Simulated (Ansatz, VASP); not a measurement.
Na2ZrO2: VASP beside Ansatz

```xyz
5
Lattice="3.5867 0.0000 0.0000 -1.7934 3.1062 0.0000 0.0000 0.0000 6.4103" Properties=species:S:1:pos:R:3 pbc="T T T"
Na    0.0000    2.0708    3.9529
Na    1.7934    1.0354    2.4574
Zr    0.0000    0.0000    0.0000
O     1.7934    1.0354    4.6026
O     0.0000    2.0708    1.8077
```

Change from the starting cell: species swapped into the CaMn2P2 type (P-3m1, No. 164).

Alike in both runs: task single point; functional PBE; k mesh 6 × 6 × 4; occupations gaussian, width 0.1 eV; no spin polarisation.

|  | VASP | Ansatz |
| --- | --- | --- |
| version | VASP 6.6.1 | Ansatz 0.2.0 |
| potentials or method | VASP PAW PBE potentials, release 64 (Na_pv, Zr_sv, O), cutoff 520 eV | scalar-relativistic, plane waves, PAW |
| valence electrons in the cell | 38 | 42 |

|  | VASP | Ansatz | Ansatz less VASP |
| --- | --- | --- | --- |
| gap on the k mesh at the Fermi level (eV) | none | none | - |
| pressure (GPa) | -5.7 | -6.0 | -0.25 |
| traceless stress, the component that is largest in VASP (GPa) | 6.27 | 6.26 | -0.009 |
| rms of the force components (eV/Å) | 1.038 | 1.023 | -0.0144 |

Atom by atom the forces differ by 0.014 eV/Å (rms over components). A gap of «none» marks a metal or a gap that the smearing closes. VASP's potentials hold 38 valence electrons a cell and Ansatz's 42, so a difference there can come from the potentials and not from the codes.
